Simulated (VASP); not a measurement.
# Al (P6_3/mmc) in VASP: settings compared

The runs below take Al through relaxation of cell and atoms, single point, with PBEsol, LDA, PBE.

Program: VASP 6.6.1. These are calculated values, not measurements. Logs are shortened: lines on timing, memory, paths and dates and some standing lists are left out, and cuts for length are marked.

## 1. The cell of the first run

Symmetry: P6_3/mmc, No. 194, hexagonal system. Conventional cell: a = 2.812 Å, b = 2.812 Å, c = 4.867 Å, α = 90.00°, β = 90.00°, γ = 120.00°. Al (site symmetry -6m2) has 12 Al at 2.81 to 2.93 Å within 3.7 Å.

## 2. Relaxation of cell and atoms, PBEsol, target pressure 20 GPa, at which the enthalpy is minimised

The input, INCAR:

```
PREC = Accurate
ENCUT = 600
EDIFF = 1E-7
ISMEAR = -1
SIGMA = 0.05
LREAL = False
LASPH = True
NELM = 60
ALGO = Normal
ISIF = 3
LWAVE = False
LCHARG = False
GGA = PS
IBRION = 2
NSW = 80
EDIFFG = -0.005
PSTRESS = 200.0
```

The input, KPOINTS:

```
regular mesh
0
Gamma
  11 11 6
```

The input, POSCAR:

```
Al
1.0
    2.8124553515      0.0000000000      0.0000000000
   -1.4062276757      2.4356577814      0.0000000000
    0.0000000000      0.0000000000      4.8668500000
Al
2
Direct
    0.3333333333      0.6666666667      0.2500000000
    0.6666666667      0.3333333333      0.7500000000
```

Potentials or basis: VASP PAW PBE potentials, release 64 (Al).

Run with:

```bash
> cat potpaw_PBE.64/Al/POTCAR > POTCAR
> mpirun -np 1 vasp_std > vasp.out
```

OUTCAR:

```text
PREC = Accurate
   ENCUT = 600
   EDIFF = 1E-7
   ISMEAR = -1
   LREAL = False
   LASPH = True
   NELM = 60
   ISIF = 3
   GGA = PS
   IBRION = 2
   NSW = 80
   EDIFFG = -0.005
   PSTRESS = 200.0

 ion  position               nearest neighbor table
   1  0.333  0.667  0.250-   2 2.93   2 2.93   2 2.93   2 2.93   2 2.93   2 2.93
   2  0.667  0.333  0.750-   1 2.93   1 2.93   1 2.93   1 2.93   1 2.93   1 2.93

  LATTYP: Found a hexagonal cell.
 ALAT       =     2.8124553515
 C/A-ratio  =     1.7304630267

  Lattice vectors:

 A1 = (   2.8124553515,   0.0000000000,   0.0000000000)
 A2 = (  -1.4062276757,   2.4356577814,   0.0000000000)
 A3 = (   0.0000000000,   0.0000000000,   4.8668500000)

Analysis of symmetry for initial positions (statically):
=====================================================================
 Subroutine PRICEL returns:
 Original cell was already a primitive cell.

 Routine SETGRP: Setting up the symmetry group for a
 hexagonal supercell.

 Subroutine GETGRP returns: Found 24 space group operations
 (whereof 12 operations were pure point group operations)
 out of a pool of 24 trial point group operations.

The static configuration has the point symmetry D_3d.
 The point group associated with its full space group is D_6h.

Analysis of symmetry for dynamics (positions and initial velocities):
=====================================================================
 Subroutine PRICEL returns:
 Original cell was already a primitive cell.

 Routine SETGRP: Setting up the symmetry group for a
 hexagonal supercell.

 Subroutine GETGRP returns: Found 24 space group operations
 (whereof 12 operations were pure point group operations)
 out of a pool of 24 trial point group operations.

The dynamic configuration has the point symmetry D_3d.
 The point group associated with its full space group is D_6h.

 Subroutine INISYM returns: Found 24 space group operations
 (whereof 12 operations are pure point group operations),
 and found     1 'primitive' translations

----------------------------------------------------------------------------------------

                                     Primitive cell

  volume of cell :      33.3388

  direct lattice vectors                    reciprocal lattice vectors
     2.812455352  0.000000000  0.000000000     0.355561200  0.205283355  0.000000000
    -1.406227676  2.435657781  0.000000000     0.000000000  0.410566709  0.000000000
     0.000000000  0.000000000  4.866850000     0.000000000  0.000000000  0.205471712
[... 93 lines left out ...]
   TEBEG  =    0.0;   TEEND  =   0.0 temperature during run
   PSTRESS=  200.0 pullay stress
   NELECT =       6.0000    total number of electrons
   NUPDOWN=      -1.0000    fix difference up-down
   EMIN   =  10.00;   EMAX   =-10.00  energy-range for DOS
[... 5 lines left out ...]
     AMIX     =   0.40;   BMIX     =  1.00
     AMIX_MAG =   1.60;   BMIX_MAG =  1.00
  volume/ion in A,a.u.               =      16.67       112.49
  Fermi-wavevector in a.u.,A,eV,Ry     =   0.924291  1.746656 11.623640  0.854313
  Thomas-Fermi vector in A             =   2.050021
   LORBIT       =      0    0 simple, 1 ext, 2 COOP (PROOUT), +10 PAW based schemes
   GGA     = PS    functional components
   LHFCALC =     F    Hartree Fock is set to
   AEXX    =    0.0000 exact exchange contribution
   IVDW    =     0    specifies the selected vdW correction
   LEPSILON=     F    determine dielectric tensor
   LRPA    =     F    only Hartree local field effects (RPA)
 conjugate gradient relaxation of ions
 non-spin polarized calculation
  energy-cutoff  :      600.00
  volume of cell :       33.34
 maximum number of plane-waves:      1136
 NGX is ok and might be reduce to    24
   NGX = 11   NGY = 11   NGZ = 19

--------------------------------------- Ionic step        1  -------------------------------------------

 number of electron       6.0000000 magnetization

 Free energy of the ion-electron system (eV)
  ---------------------------------------------------
  ext. energy  EPLUGINS =         0.00000000
  ---------------------------------------------------
  free energy    TOTEN  =        -8.12335790 eV

  energy without entropy =       -8.11883009  energy(sigma->0) =       -8.12109400

------------------------ aborting loop because EDIFF is reached ----------------------------------------

  FORCE on cell =-STRESS in cart. coord.  units (eV):
  Direction    XX          YY          ZZ          XY          YZ          ZX
  --------------------------------------------------------------------------------------
  -------------------------------------------------------------------------------------
  Total        0.0539779      0.0539779     -0.9051829      0.0000000      0.0000000      0.0000000
  in kB        2.5940380      2.5940380    -43.5007819      0.0000000      0.0000000      0.0000000
  external PRESSURE =    -212.7709020 kB  Pullay stress =     200.0000000 kB
[... 97 lines left out ...]
  energy  without entropy=       -7.8519816835  energy(sigma->0) =       -7.85499625

  enthalpy is  TOTEN    =        -4.4174428678 eV   P V=        3.4405679552

[... ionic steps 4 to 8 ...]

--------------------------------------- Ionic step        9  -------------------------------------------

 number of electron       6.0000000 magnetization

------------------------ aborting loop because EDIFF is reached ----------------------------------------
[... 33 lines left out ...]
--------------------------------------- Ionic step       10  -------------------------------------------

 number of electron       6.0000000 magnetization

 E-fermi :   9.9976     XC(G=0): -10.9336

 val. band max:        9.9604159051   @ k =   0.3636   0.0000   0.5000
 cond. band min:      10.0424881645   @ k =   0.3636   0.0909   0.3333
 fundamental gap:      0.0820722593
 Fermi energy:         9.9976281689

 k-point     1 :       0.0000    0.0000    0.0000
  band No.  band energies     occupation
      1      -2.4764      2.00000
      2       4.5746      2.00000
      3       5.2113      2.00000
      4      22.0518      0.00000
      5      22.0518      0.00000
      6      22.2143      0.00000
      7      22.8805      0.00000
[... 267 lines left out ...]
--------------------------------------- Ionic step       11  -------------------------------------------

 number of electron       6.0000000 magnetization

 Free energy of the ion-electron system (eV)
  ---------------------------------------------------
  ext. energy  EPLUGINS =         0.00000000
  ---------------------------------------------------
  free energy    TOTEN  =        -7.86760467 eV

  energy without entropy =       -7.86176083  energy(sigma->0) =       -7.86468275

 E-fermi :  10.0322     XC(G=0): -10.9446

 val. band max:        9.9943860946   @ k =   0.3636   0.0000   0.5000
 cond. band min:      10.0764259940   @ k =   0.3636   0.0909   0.3333
 fundamental gap:      0.0820398994
 Fermi energy:        10.0322232721

 k-point     1 :       0.0000    0.0000    0.0000
  band No.  band energies     occupation
      1      -2.4640      2.00000
      2       4.5964      2.00000
      3       5.2407      2.00000
      4      22.1025      0.00000
      5      22.1025      0.00000
      6      22.2742      0.00000
      7      22.9300      0.00000
[... 263 lines left out ...]
  energy  without entropy=       -7.8617608255  energy(sigma->0) =       -7.86468275

  enthalpy is  TOTEN    =        -4.4367433971 eV   P V=        3.4308612713

 reached required accuracy - stopping structural energy minimisation
```

OSZICAR:

```text
N       E                     dE             d eps       ncg     rms          rms(c)
DAV:   1     0.379888673832E+00    0.37989E+00   -0.26678E+03   896   0.770E+02
DAV:   2    -0.809268491695E+01   -0.84726E+01   -0.79595E+01  1141   0.544E+01
DAV:   3    -0.818129261162E+01   -0.88608E-01   -0.86875E-01  1407   0.708E+00
DAV:   4    -0.818159614598E+01   -0.30353E-03   -0.30351E-03  1232   0.331E-01
[... 74 lines left out ...]
       N       E                     dE             d eps       ncg     rms          rms(c)
DAV:   1    -0.786760835246E+01    0.96747E-02   -0.69589E-04  1134   0.183E-01    0.248E-02
DAV:   2    -0.786760581115E+01    0.25413E-05   -0.40149E-06  1085   0.159E-02    0.873E-03
DAV:   3    -0.786760461017E+01    0.12010E-05   -0.36977E-07  1099   0.404E-03    0.336E-03
DAV:   4    -0.786760466838E+01   -0.58208E-07   -0.14534E-07   728   0.248E-03
  11 F= -.44367434E+01 E0= -.44338215E+01  d E =-.135620E-03
```

Wall time 76 s (1 thread of Intel Xeon Platinum 8259CL at 2.50GHz (Skylake/Cascade Lake), shared host); peak memory 0.16 GiB.

What came out:

| Property | Result |
| --- | --- |
| Free energy | -7.8676 eV |
| Relaxed volume | 13.74 Å³/atom |
| Relaxed cell | a = 2.681 Å, b = 2.681 Å, c = 4.414 Å, α = 90.00°, β = 90.00°, γ = 120.00° |
| Space group after relaxing (to 0.05 Å) | P6_3/mmc (No. 194) |
| Energy change on relaxing (the enthalpy is what falls) | +127.9 meV/atom |
| Ionic steps | 11 |
| Pressure after relaxing | 20.0 GPa |
| Band gap on the k mesh | zero (band 3 reaches 14.28 eV, above the bottom of band 4 at 6.73 eV) |

The path:
| step | energy change (eV) | largest force (eV/Å) | pressure (GPa) | volume (Å³) |
| --- | --- | --- | --- | --- |
| 1 | 0.0000 | 0.0000 | -1.28 | 33.34 |
| 2 | 1.0462 | 0.0000 | 50.08 | 23.75 |
| 3 | 0.2653 | 0.0000 | 19.89 | 27.56 |
| 4 | 0.2787 | 0.0000 | 20.50 | 27.45 |
| 5 | 0.2659 | 0.0000 | 20.52 | 27.41 |
| 6 | 0.2663 | 0.0000 | 20.51 | 27.40 |
| 7 | 0.2687 | 0.0000 | 20.48 | 27.39 |
| 8 | 0.2669 | 0.0000 | 20.50 | 27.40 |
| 9 | 0.2667 | 0.0000 | 20.50 | 27.40 |
| 10 | 0.2461 | 0.0000 | 19.56 | 27.56 |
| 11 | 0.2558 | 0.0000 | 20.00 | 27.48 |

Final structure:
```
Al
1.0
     2.68139    0.00000    0.00000
    -1.34069    2.32215    0.00000
     0.00000    0.00000    4.41402
Al
2
Direct
  0.33333 0.66667 0.25000
  0.66667 0.33333 0.75000
```

Levels at points of the mesh, in eV from the Fermi level:
```tsv
k point	band 1	band 2	band 3	band 4	band 5	band 6	band 7
(0.00, 0.00, 0.00)	-12.50	-5.44	-4.79	12.07	12.07	12.24	12.90
(0.00, 0.00, 0.50)	-10.61	-10.61	3.61	3.61	12.97	12.97	12.97
```

Caveat: the cell is relaxed towards a set pressure, so the enthalpy falls and the energy may rise; the volume moved by over 15 % at a fixed basis, so the end points are rough; the PAW data sets were made with another functional, which shifts forces and pressure a little.

## 3. Relaxation of cell and atoms, PBEsol, target pressure 30 GPa, at which the enthalpy is minimised

The input, INCAR:

```
PREC = Accurate ; ENCUT = 600
EDIFF = 1E-6 ; ISMEAR = -1
SIGMA = 0.05 ; LREAL = False
LASPH = True ; NELM = 80
ALGO = Normal ; ISIF = 3
LWAVE = False ; LCHARG = False
GGA = PS ; IBRION = 2
NSW = 80 ; EDIFFG = -0.005
PSTRESS = 300.0
```

KPOINTS is that of step 2.

POSCAR is that of step 2.

Potentials or basis: VASP PAW PBE potentials, release 64 (Al).

Run with:

```bash
> cat potpaw_PBE.64/Al/POTCAR > POTCAR
> mpirun -np 1 vasp_std > vasp.out
```

It took 64 s on 1 thread of Intel Xeon Platinum 8259CL at 2.50GHz (Skylake/Cascade Lake), shared host; peak memory 0.16 GiB.

The run converged. Its results:

| Quantity | Value |
| --- | --- |
| Free energy | -7.6275 eV |
| Relaxed volume | 12.97 Å³/atom |
| Relaxed cell | a = 2.635 Å, b = 2.635 Å, c = 4.312 Å, α = 90.00°, β = 90.00°, γ = 120.00° |
| Space group after relaxing (to 0.05 Å) | P6_3/mmc (No. 194) |
| Energy change on relaxing (the enthalpy is what falls) | +248.0 meV/atom |
| Ionic steps | 13 |
| Pressure after relaxing | 30.0 GPa |
| Band gap on the k mesh | zero (band 3 reaches 15.19 eV, above the bottom of band 4 at 7.35 eV) |

Stress tensor (GPa, compression positive):
```
29.96  0.00  0.00
 0.00 29.96  0.00
 0.00  0.00 30.05
```

The path:
| step | energy change (eV) | largest force (eV/Å) | pressure (GPa) | volume (Å³) |
| --- | --- | --- | --- | --- |
| 1 | 0.0000 | 0.0000 | -1.28 | 33.34 |
| 2 | 2.8493 | 0.0000 | 109.90 | 19.97 |
| 3 | 0.4527 | 0.0000 | 27.79 | 26.31 |
| 4 | 0.5014 | 0.0000 | 29.75 | 26.03 |
| 5 | 0.5265 | 0.0000 | 30.75 | 25.90 |
| 6 | 0.5130 | 0.0000 | 30.74 | 25.85 |
| 7 | 0.5140 | 0.0000 | 30.73 | 25.84 |
| 8 | 0.5212 | 0.0000 | 30.88 | 25.81 |
| 9 | 0.5151 | 0.0000 | 30.75 | 25.83 |
| 10 | 0.5154 | 0.0000 | 30.75 | 25.83 |
| 11 | 0.4743 | 0.0000 | 29.14 | 26.05 |
| 12 | 0.4963 | 0.0000 | 30.01 | 25.93 |
| 13 | 0.4959 | 0.0000 | 29.99 | 25.93 |

Final structure:
```
CELL_PARAMETERS angstrom
2.63511 0.00000 0.00000
-1.31755 2.28207 0.00000
0.00000 0.00000 4.31215
ATOMIC_POSITIONS crystal
Al 0.33333 0.66667 0.25000
Al 0.66667 0.33333 0.75000
```

Levels at points of the mesh, in eV from the Fermi level:
```tsv
k point	band 1	band 2	band 3	band 4	band 5	band 6	band 7
(0.00, 0.00, 0.00)	-12.95	-5.65	-4.81	12.32	12.32	12.66	13.30
(0.00, 0.00, 0.50)	-10.98	-10.98	3.85	3.85	13.23	13.23	13.23
```

Caveat: the cell is relaxed towards a set pressure, so the enthalpy falls and the energy may rise; the volume moved by over 15 % at a fixed basis, so the end points are rough; the PAW data sets were made with another functional, which shifts forces and pressure a little.

## 4. Single point, LDA

The input, INCAR:

```
PREC     = Accurate       # precision mode
ENCUT    = 520            # plane-wave cutoff, eV
EDIFF    = 1E-7           # SCF threshold, eV
ISMEAR   = -1             # smearing method
SIGMA    = 0.05           # smearing width, eV
LREAL    = False          # projectors in reciprocal space
LASPH    = True           # aspherical terms in the spheres
NELM     = 60             # most SCF steps
ALGO     = Normal         # electronic algorithm
ISIF     = 2              # what is computed and relaxed
LWAVE    = False          # write WAVECAR
LCHARG   = False          # write CHGCAR
NBANDS   = 10             # bands
```

KPOINTS is that of step 3.

POSCAR is that of step 3.

Potentials or basis: VASP PAW LDA potentials, release 64 (Al).

Run with:

```bash
> cat potpaw_LDA.64/Al/POTCAR > POTCAR
> mpirun -np 1 vasp_std > vasp.out
```

Run time: 4.5 s. Hardware: 1 thread of Intel Xeon 6975P-C (Granite Rapids), shared host; peak memory 0.14 GiB.

It converged, with:

```
Free energy            : -8.3107 eV
Pressure               : -3.0 GPa
Band gap on the k mesh : zero (band 3 reaches 11.14 eV, above the bottom of band 4 at 4.74 eV)
```

Stress tensor (GPa, compression positive):
```
-1.64  0.00  0.00
 0.00 -1.64  0.00
 0.00  0.00 -5.62
```

Levels at points of the mesh, in eV from the Fermi level:
```
           k point  band 1  band 2  band 3  band 4  band 5  band 6
(0.00, 0.00, 0.00)  -11.05   -5.10   -4.80   11.11   11.29   11.29
(0.00, 0.00, 0.50)   -9.50   -9.50    2.35    2.35   12.38   12.38
```

## 5. Single point, PBE

This run uses another cell than the first one, of 13.11 Å³/atom, 0.786 times its volume.

The input, INCAR:

```
SYSTEM = Al
ALGO     = Normal         ! electronic algorithm
EDIFF    = 1E-7           ! SCF threshold, eV
ENCUT    = 520            ! plane-wave cutoff, eV
GGA      = PE             ! functional
ISIF     = 2              ! what is computed and relaxed
ISMEAR   = -1             ! smearing method
LASPH    = .True.         ! aspherical terms in the spheres
LCHARG   = .False.        ! write CHGCAR
LREAL    = .False.        ! projectors in reciprocal space
LWAVE    = .False.        ! write WAVECAR
NBANDS   = 10             ! bands
NELM     = 80             ! most SCF steps
PREC     = Accurate       ! precision mode
SIGMA    = 0.05           ! smearing width, eV
```

The input, KPOINTS:

```
k-points
0
Gamma
  11 11 6
  0 0 0
```

The input, POSCAR:

```
Al
1.0
    2.6436850132      0.0000000000      0.0000000000
   -1.3218425066      2.2894983810      0.0000000000
    0.0000000000      0.0000000000      4.3303483804
Al
2
Direct
    0.3333333333      0.6666666667      0.2500000000
    0.6666666667      0.3333333333      0.7500000000
```

Potentials or basis: VASP PAW PBE potentials, release 64 (Al).

Run with:

```bash
> cat potpaw_PBE.64/Al/POTCAR > POTCAR
> mpirun -np 1 vasp_std > vasp.out
```

Run time: 4.5 s. Hardware: 1 thread of Intel Xeon 6975P-C (Granite Rapids), shared host; peak memory 0.13 GiB.

The run converged. Its results:

* Free energy: -6.9147 eV
* Pressure: 30.1 GPa
* Band gap on the k mesh: zero (band 3 reaches 15.08 eV, above the bottom of band 4 at 7.29 eV)

Levels at points of the mesh, in eV from the Fermi level:
```
           k point  band 1  band 2  band 3  band 4  band 5  band 6  band 7  band 8
(0.00, 0.00, 0.00)  -12.88   -5.62   -4.81   12.30   12.30   12.60   12.60   13.25
(0.00, 0.00, 0.50)  -10.92  -10.92    3.82    3.82   13.21   13.21   13.21   13.21
```

## 6. Overview

| task | level | potentials or basis | cell | cutoff (eV) | gap on the mesh (eV) | pressure (GPa) |
| --- | --- | --- | --- | --- | --- | --- |
| relaxation of cell and atoms | PBEsol | VASP PAW PBE potentials, release 64 (Al) | relaxed to 20 GPa from a = 2.812, b = 2.812, c = 4.867 Å, angles 90.0, 90.0, 120.0°, 2 atoms | 600 | none | 20.0 |
| relaxation of cell and atoms | PBEsol | VASP PAW PBE potentials, release 64 (Al) | relaxed to 30 GPa from a = 2.812, b = 2.812, c = 4.867 Å, angles 90.0, 90.0, 120.0°, 2 atoms | 600 | none | 30.0 |
| single point | LDA | VASP PAW LDA potentials, release 64 (Al) | a = 2.812, b = 2.812, c = 4.867 Å, angles 90.0, 90.0, 120.0°, 2 atoms | 520 | none | -3.0 |
| single point | PBE | VASP PAW PBE potentials, release 64 (Al) | a = 2.644, b = 2.644, c = 4.330 Å, angles 90.0, 90.0, 120.0°, 2 atoms | 520 | none | 30.1 |

Alike in all rows: no spin polarisation; k mesh 11 × 11 × 6; smearing fermi-dirac 0.05 eV.

Caveats: the cell is relaxed towards a set pressure, so the enthalpy falls and the energy may rise (some runs); the volume moved by over 15 % at a fixed basis, so the end points are rough (some runs); the PAW data sets were made with another functional, which shifts forces and pressure a little (some runs).

Absolute energies hang on the potentials; compare differences alone.
